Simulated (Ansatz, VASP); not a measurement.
**SnO2: VASP beside Ansatz**

The input INCAR:

```
PREC     = Accurate       # precision mode
ENCUT    = 520            # plane-wave cutoff, eV
EDIFF    = 1E-6           # SCF threshold, eV
ISMEAR   = 1              # smearing method
SIGMA    = 0.05           # smearing width, eV
LREAL    = False          # projectors in reciprocal space
LASPH    = True           # aspherical terms in the spheres
NELM     = 100            # most SCF steps
ALGO     = Normal         # electronic algorithm
ISIF     = 2              # what is computed and relaxed
LWAVE    = False          # write WAVECAR
LCHARG   = True           # write CHGCAR
GGA      = PS             # functional
LELF     = True           # ELF
LVHAR    = True         
NBANDS   = 35             # bands
```

File KPOINTS:

```
regular mesh
0
Gamma
  4 4 6
```

The input POSCAR:

```
SnO2
1.0
    4.8611196212      0.0000000000      0.0000000000
    0.0000000000      4.8611196212      0.0000000000
    0.0000000000      0.0000000000      3.2693030125
Sn O
2 4
Direct
    0.0000000000      0.0000000000      0.0000000000
    0.5000000000      0.5000000000      0.5000000000
    0.3071000000      0.3071000000      0.0000000000
    0.1929000000      0.8071000000      0.5000000000
    0.6929000000      0.6929000000      0.0000000000
    0.8071000000      0.1929000000      0.5000000000
```

Input for Ansatz:

```yaml
crystal:
  lattice:
    - [4.861119621212515, 0.0, 0.0]
    - [0.0, 4.861119621212515, 0.0]
    - [0.0, 0.0, 3.269303012451177]
  atoms:
    - { symbol: Sn, position: [0.0, 0.0, 0.0] }
    - { symbol: Sn, position: [0.5, 0.5, 0.5] }
    - { symbol: O, position: [0.3071, 0.3071, 0.0] }
    - { symbol: O, position: [0.1929, 0.8071, 0.5] }
    - { symbol: O, position: [0.6929, 0.6929, 0.0] }
    - { symbol: O, position: [0.8071, 0.1929, 0.5] }
basis:
  ecutwfc: 571.4391111657479
kpoints:
  mp_grid:
    grid: [4, 4, 6]
hamiltonian:
  xc: pbesol
  pseudopotentials:
    kind: paw
scf:
  occupations:
    method: cold
    width: 0.05
output:
  stress: true
```

Alike in both runs: task single point; functional PBEsol; k mesh 4 × 4 × 6; no spin polarisation.

```csv
,VASP,Ansatz
version,VASP 6.6.1,Ansatz 0.2.0
potentials or method,"VASP PAW PBE potentials, release 64 (Sn_d, O), cutoff 520 eV","plane waves, PAW"
occupations,"methfessel-paxton of order 1, width 0.05 eV","cold, width 0.05 eV"
valence electrons in the cell,52,52
```

|  | VASP | Ansatz | Ansatz less VASP |
| --- | --- | --- | --- |
| pressure (GPa) | -9.1 | -9.6 | -0.52 |
| traceless stress, the component that is largest in VASP (GPa) | -1.57 | -1.78 | -0.213 |

VASP's potentials were made for PBE, not for PBEsol.
